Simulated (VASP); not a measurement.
# Na4F (Im-3m) in VASP: relaxation of cell and atoms with PBE

Aim: the relaxation of cell and atoms of Na4F with PBE.

Everything below comes from runs of VASP 6.6.1. Logs are shortened: lines on timing, memory, paths and dates and some standing lists are left out, and cuts for length are marked.

**1. The cell of the first run**

The structure is cubic, space group Im-3m (No. 229). The conventional cell has a = 5.677 Å, b = 5.677 Å, c = 5.677 Å, α = 90.00°, β = 90.00°, γ = 90.00°. Na (site symmetry -3m) has 2 F at 2.46 Å and 6 Na at 2.84 Å within 3.2 Å. F (site symmetry m-3m) has 8 Na at 2.46 Å within 3.2 Å.

The cell was generated, and may not be a known phase.

**2. Relaxation of cell and atoms, PBE**

INCAR reads:

```
SYSTEM = Na4F
PREC = Accurate
ENCUT = 1130
EDIFF = 1E-7
ISMEAR = 0
SIGMA = 0.1
LREAL = .FALSE.
LASPH = .TRUE.
NELM = 120
ALGO = Normal
ISIF = 3
LWAVE = .FALSE.
LCHARG = .FALSE.
GGA = PE
IBRION = 2
NSW = 90
EDIFFG = -0.04
GGA_COMPAT = .FALSE.
NELMIN = 4
```

KPOINTS reads:

```
Automatic mesh
0
G
  4 4 4
  0 0 0
```

POSCAR reads:

```
Na4F
1.0
   -2.8385054200      2.8385054200      2.8385054200
    2.8385054200     -2.8385054200      2.8385054200
    2.8385054200      2.8385054200     -2.8385054200
Na F
4 1
Direct
    0.5000000000      0.5000000000      0.5000000000
    0.0000000000      0.0000000000      0.5000000000
    0.0000000000      0.5000000000      0.0000000000
    0.5000000000      0.0000000000      0.0000000000
    0.0000000000      0.0000000000      0.0000000000
```

Potentials or basis: VASP PAW PBE potentials, release 64 (Na_sv, F).

The run is started by

```bash
$ cat potpaw_PBE.64/Na_sv/POTCAR potpaw_PBE.64/F/POTCAR > POTCAR
$ mpirun -np 1 vasp_std > vasp.out
```

OUTCAR:

```text
SYSTEM = Na4F
   PREC = Accurate
   ENCUT = 1130
   EDIFF = 1E-7
   ISMEAR = 0
   LREAL = .FALSE.
   LASPH = .TRUE.
   NELM = 120
   ISIF = 3
   GGA = PE
   IBRION = 2
   NSW = 90
   EDIFFG = -0.04
   NELMIN = 4

 ion  position               nearest neighbor table
   1  0.500  0.500  0.500-
   2  0.000  0.000  0.500-
   3  0.000  0.500  0.000-
   4  0.500  0.000  0.000-
   5  0.000  0.000  0.000-

  LATTYP: Found a body centered cubic cell.
 ALAT       =     5.6770108400

  Lattice vectors:

 A1 = (  -2.8385054200,   2.8385054200,   2.8385054200)
 A2 = (   2.8385054200,  -2.8385054200,   2.8385054200)
 A3 = (   2.8385054200,   2.8385054200,  -2.8385054200)

Analysis of symmetry for initial positions (statically):
=====================================================================
 Subroutine PRICEL returns:
 Original cell was already a primitive cell.

 Routine SETGRP: Setting up the symmetry group for a
 body centered cubic supercell.

 Subroutine GETGRP returns: Found 48 space group operations
 (whereof 48 operations were pure point group operations)
 out of a pool of 48 trial point group operations.

The static configuration has the point symmetry O_h .

Analysis of symmetry for dynamics (positions and initial velocities):
=====================================================================
 Subroutine PRICEL returns:
 Original cell was already a primitive cell.

 Routine SETGRP: Setting up the symmetry group for a
 body centered cubic supercell.

 Subroutine GETGRP returns: Found 48 space group operations
 (whereof 48 operations were pure point group operations)
 out of a pool of 48 trial point group operations.

The dynamic configuration has the point symmetry O_h .

 Subroutine INISYM returns: Found 48 space group operations
 (whereof 48 operations are pure point group operations),
 and found     1 'primitive' translations

----------------------------------------------------------------------------------------

                                     Primitive cell

  volume of cell :      91.4806

  direct lattice vectors                    reciprocal lattice vectors
    -2.838505420  2.838505420  2.838505420     0.000000000  0.176149038  0.176149038
     2.838505420 -2.838505420  2.838505420     0.176149038  0.000000000  0.176149038
     2.838505420  2.838505420 -2.838505420     0.176149038  0.176149038  0.000000000

  length of vectors
     4.916435605  4.916435605  4.916435605     0.249112359  0.249112359  0.249112359

  position of ions in fractional coordinates (direct lattice)
     0.500000000  0.500000000  0.500000000
     0.000000000  0.000000000  0.500000000
     0.000000000  0.500000000  0.000000000
     0.500000000  0.000000000  0.000000000
     0.000000000  0.000000000  0.000000000

  ion indices of the primitive-cell ions
   primitive index   ion index
                 1           1
                 2           2
                 3           3
                 4           4
                 5           5

----------------------------------------------------------------------------------------

 KPOINTS: Automatic mesh

Automatic generation of k-mesh.
 Grid dimensions read from file:
 generate k-points for:    4    4    4

 Generating k-lattice:

  Cartesian coordinates                     Fractional coordinates (reciprocal lattice)
     0.000000000  0.044037260  0.044037260     0.250000000  0.000000000  0.000000000
     0.044037260  0.000000000  0.044037260     0.000000000  0.250000000  0.000000000
     0.044037260  0.044037260  0.000000000     0.000000000  0.000000000  0.250000000

  Length of vectors
     0.062278090  0.062278090  0.062278090

  Shift w.r.t. Gamma in fractional coordinates (k-lattice)
     0.000000000  0.000000000  0.000000000

 Subroutine IBZKPT returns following result:
 ===========================================

 Found      8 irreducible k-points:

 Following reciprocal coordinates:
            Coordinates               Weight
  0.000000  0.000000  0.000000      1.000000
  0.250000  0.000000  0.000000     12.000000
  0.500000  0.000000  0.000000      6.000000
  0.250000  0.250000  0.000000     24.000000
  0.250000  0.250000  0.250000      2.000000
 -0.250000  0.250000  0.250000      6.000000
  0.500000  0.500000  0.250000     12.000000
  0.500000  0.500000  0.500000      1.000000
   k-points           NKPTS =      8   k-points in BZ     NKDIM =      8   number of bands    NBANDS=     25
   number of dos      NEDOS =    301   number of ions     NIONS =      5
   total plane-waves  NPLWV = 157464
   dimension x,y,z NGX =    54 NGY =   54 NGZ =   54
   dimension x,y,z NGXF=   108 NGYF=  108 NGZF=  108
   ions per type =               4   1
   NGX,Y,Z   is equivalent  to a cutoff of  18.26, 18.26, 18.26 a.u.
   NGXF,Y,Z  is equivalent  to a cutoff of  36.52, 36.52, 36.52 a.u.
 SYSTEM =  Na4F
   PREC   = accura    normal or accurate (medium, high low for compatibility)
   ISTART =      0    job   : 0-new  1-cont  2-samecut
   ICHARG =      2    charge: 1-file 2-atom 10-const
   ISPIN  =      1    spin polarized calculation?
   LNONCOLLINEAR =      F non collinear calculations
   LSORBIT =      F    spin-orbit coupling
   LASPH  =      T    aspherical Exc in radial PAW
   ENCUT  = 1130.0 eV  83.05 Ry    9.11 a.u.  13.48 13.48 13.48*2*pi/ulx,y,z
   NELM   =    120;   NELMIN=  4; NELMDL= -5     # of ELM steps
   EDIFF  = 0.1E-06   stopping-criterion for ELM
   LREAL  =      F    real-space projection
   EDIFFG = -.4E-01   stopping-criterion for IOM
   NSW    =     90    number of steps for IOM
   IBRION =      2    ionic relax: 0-MD 1-quasi-New 2-CG
   NFREE  =      1    steps in history (QN), initial steepest desc. (CG)
   ISIF   =      3    stress and relaxation
   ISYM   =      2    0-nonsym 1-usesym 2-fastsym
   POTIM  = 0.5000    time-step for ionic-motion
   TEBEG  =    0.0;   TEEND  =   0.0 temperature during run
   PSTRESS=    0.0 pullay stress
   NELECT =      43.0000    total number of electrons
   NUPDOWN=      -1.0000    fix difference up-down
   EMIN   =  10.00;   EMAX   =-10.00  energy-range for DOS
   EFERMI =   0.00;   METHOD = LEGACY
   ISMEAR =     0;   SIGMA  =   0.10  broadening in eV -4-tet -1-fermi 0-gaus
   EFERMI_NEDOS =   21; number of points for ismear=-14 and -15
   IALGO  =     38    algorithm
   IMIX   =      4    mixing-type and parameters
     AMIX     =   0.40;   BMIX     =  1.00
     AMIX_MAG =   1.60;   BMIX_MAG =  1.00
  volume/ion in A,a.u.               =      18.30       123.47
  Fermi-wavevector in a.u.,A,eV,Ry     =   1.272881  2.405397 22.044526  1.620227
  Thomas-Fermi vector in A             =   2.405735
   LORBIT       =      0    0 simple, 1 ext, 2 COOP (PROOUT), +10 PAW based schemes
   GGA     = PE    functional components
   LHFCALC =     F    Hartree Fock is set to
   AEXX    =    0.0000 exact exchange contribution
   IVDW    =     0    specifies the selected vdW correction
   LEPSILON=     F    determine dielectric tensor
   LRPA    =     F    only Hartree local field effects (RPA)
 conjugate gradient relaxation of ions
 non-spin polarized calculation
 Gauss-broadening in eV      SIGMA  =   0.10
  energy-cutoff  :     1130.00
  volume of cell :       91.48
 maximum number of plane-waves:      7935
 NGX is ok and might be reduce to    54
   NGX = 27   NGY = 27   NGZ = 27

--------------------------------------- Ionic step        1  -------------------------------------------

 number of electron      43.0000015 magnetization

 Free energy of the ion-electron system (eV)
  ---------------------------------------------------
  ext. energy  EPLUGINS =         0.00000000
  ---------------------------------------------------
  free energy    TOTEN  =       -10.36565377 eV

  energy without entropy =      -10.34554277  energy(sigma->0) =      -10.35559827

------------------------ aborting loop because EDIFF is reached ----------------------------------------

  FORCE on cell =-STRESS in cart. coord.  units (eV):
  Direction    XX          YY          ZZ          XY          YZ          ZX
  --------------------------------------------------------------------------------------
  -------------------------------------------------------------------------------------
  Total        4.4122887      4.4122887      4.4122887      0.0000000     -0.0000000      0.0000000
  in kB       77.2761242     77.2761242     77.2761242      0.0000000     -0.0000000      0.0000000
  external PRESSURE =      77.2761242 kB  Pullay stress =       0.0000000 kB

 VOLUME and BASIS-vectors are now :
 -----------------------------------------------------------------------------
  energy-cutoff  :     1130.00
  volume of cell :       91.48
      direct lattice vectors                 reciprocal lattice vectors
    -2.838505420  2.838505420  2.838505420     0.000000000  0.176149038  0.176149038
     2.838505420 -2.838505420  2.838505420     0.176149038  0.000000000  0.176149038
     2.838505420  2.838505420 -2.838505420     0.176149038  0.176149038  0.000000000

 POSITION                                       TOTAL-FORCE (eV/Angst)
 -----------------------------------------------------------------------------------
      1.41925      1.41925      1.41925         0.000000      0.000000     -0.000000
      1.41925      1.41925     -1.41925         0.000000     -0.000000      0.000000
      1.41925     -1.41925      1.41925        -0.000000     -0.000000     -0.000000
     -1.41925      1.41925      1.41925        -0.000000      0.000000      0.000000
      0.00000      0.00000      0.00000        -0.000000     -0.000000      0.000000
 -----------------------------------------------------------------------------------
    total drift:                               -0.000000      0.000000     -0.000000

  FREE ENERGIE OF THE ION-ELECTRON SYSTEM (eV)
  ---------------------------------------------------
  free  energy   TOTEN  =       -10.3656537668 eV
[... 65 lines left out ...]
 POSITION                                       TOTAL-FORCE (eV/Angst)
 -----------------------------------------------------------------------------------
      1.53891      1.53891      1.53891        -0.000000     -0.000000     -0.000000
      1.53891      1.53891     -1.53891        -0.000000      0.000000      0.000000
      1.53891     -1.53891      1.53891        -0.000000      0.000000      0.000000
     -1.53891      1.53891      1.53891         0.000000     -0.000000     -0.000000
     -0.00000      0.00000      0.00000        -0.000000     -0.000000     -0.000000
 -----------------------------------------------------------------------------------
    total drift:                               -0.000000      0.000000     -0.000000

  FREE ENERGIE OF THE ION-ELECTRON SYSTEM (eV)
  ---------------------------------------------------
  free  energy   TOTEN  =       -10.9311023879 eV

  energy  without entropy=      -10.9106994716  energy(sigma->0) =      -10.92090093

--------------------------------------- Ionic step        4  -------------------------------------------

 number of electron      43.0000014 magnetization

 Free energy of the ion-electron system (eV)
  ---------------------------------------------------
  ext. energy  EPLUGINS =         0.00000000
  ---------------------------------------------------
  free energy    TOTEN  =       -10.94581572 eV

  energy without entropy =      -10.92518134  energy(sigma->0) =      -10.93549853

 E-fermi :   1.6999     XC(G=0):  -7.3256

 val. band max:        1.5835332233   @ k =   0.5000   0.5000   0.5000
 cond. band min:       1.7216389631   @ k =   0.2500   0.2500   0.0000
 fundamental gap:      0.1381057398
 Fermi energy:         1.6998825057

 k-point     1 :       0.0000    0.0000    0.0000
  band No.  band energies     occupation
      1     -51.5773      2.00000
      2     -51.5636      2.00000
      3     -51.5636      2.00000
      4     -51.5636      2.00000
      5     -23.5490      2.00000
      6     -23.5490      2.00000
[... 17 lines left out ...]
     24       5.2105      0.00000
     25       5.2105      0.00000

 k-point     2 :       0.2500    0.0000    0.0000
  band No.  band energies     occupation
      1     -51.5753      2.00000
      2     -51.5655      2.00000
      3     -51.5636      2.00000
      4     -51.5636      2.00000
      5     -23.5459      2.00000
      6     -23.5447      2.00000
[... 198 lines left out ...]
 VOLUME and BASIS-vectors are now :
 -----------------------------------------------------------------------------
  energy-cutoff  :     1130.00
  volume of cell :      121.58
      direct lattice vectors                 reciprocal lattice vectors
    -3.120770268  3.120770268  3.120770268     0.000000000  0.160216856  0.160216856
     3.120770268 -3.120770268  3.120770268     0.160216856  0.000000000  0.160216856
     3.120770268  3.120770268 -3.120770268     0.160216856  0.160216856  0.000000000

 POSITION                                       TOTAL-FORCE (eV/Angst)
 -----------------------------------------------------------------------------------
      1.56039      1.56039      1.56039         0.000000     -0.000000     -0.000000
     -1.56039      4.68116      1.56039        -0.000000     -0.000000     -0.000000
      1.56039      4.68116      1.56039         0.000000      0.000000     -0.000000
      1.56039      4.68116     -1.56039        -0.000000     -0.000000      0.000000
      3.12077      3.12077     -3.12077        -0.000000     -0.000000     -0.000000
 -----------------------------------------------------------------------------------
    total drift:                                0.000000      0.000000     -0.000000

  FREE ENERGIE OF THE ION-ELECTRON SYSTEM (eV)
  ---------------------------------------------------
  free  energy   TOTEN  =       -10.9458157231 eV

  energy  without entropy=      -10.9251813357  energy(sigma->0) =      -10.93549853

 reached required accuracy - stopping structural energy minimisation
```

It took 3.4 min on 1 thread of Intel Xeon Platinum 8259CL at 2.50GHz (Skylake/Cascade Lake), shared host; peak memory 0.43 GiB.

What came out:

| Quantity | Value |
| --- | --- |
| Free energy | -10.9458 eV |
| Relaxed volume | 24.32 Å³/atom |
| Relaxed cell | a = 5.405 Å, b = 5.405 Å, c = 5.405 Å, α = 109.47°, β = 109.47°, γ = 109.47° |
| Space group after relaxing (to 0.1 Å) | Im-3m (No. 229) |
| Energy gained by relaxing | 116.0 meV/atom |
| Ionic steps | 4 |
| Pressure after relaxing | 0.2 GPa |
| Band gap on the k mesh | zero (an odd number of electrons rules out a gap without spin polarisation) |

Step by step:
| step | energy change (eV) | largest force (eV/Å) | pressure (GPa) | volume (Å³) |
| --- | --- | --- | --- | --- |
| 1 | 0.0000 | 0.0000 | 7.73 | 91.48 |
| 2 | -0.4075 | 0.0000 | 3.38 | 103.67 |
| 3 | -0.5654 | 0.0000 | 0.80 | 116.63 |
| 4 | -0.5802 | 0.0000 | 0.18 | 121.58 |

Final structure:
```
Na F
1.0
    -3.12077    3.12077    3.12077
     3.12077   -3.12077    3.12077
     3.12077    3.12077   -3.12077
Na F
4 1
Direct
  0.50000 0.50000 0.50000
  0.00000 0.00000 0.50000
  0.00000 0.50000 0.00000
  0.50000 0.00000 0.00000
  0.00000 0.00000 0.00000
```

Caveat: the k points lie up to 0.36 Å⁻¹ apart in the final cell, too coarse for converged energies and pressures of a metal; the volume moved by over 15 % at a fixed basis, so the end points are rough.

The gap in the log of VASP goes by the Fermi energy; the results here count the filled bands.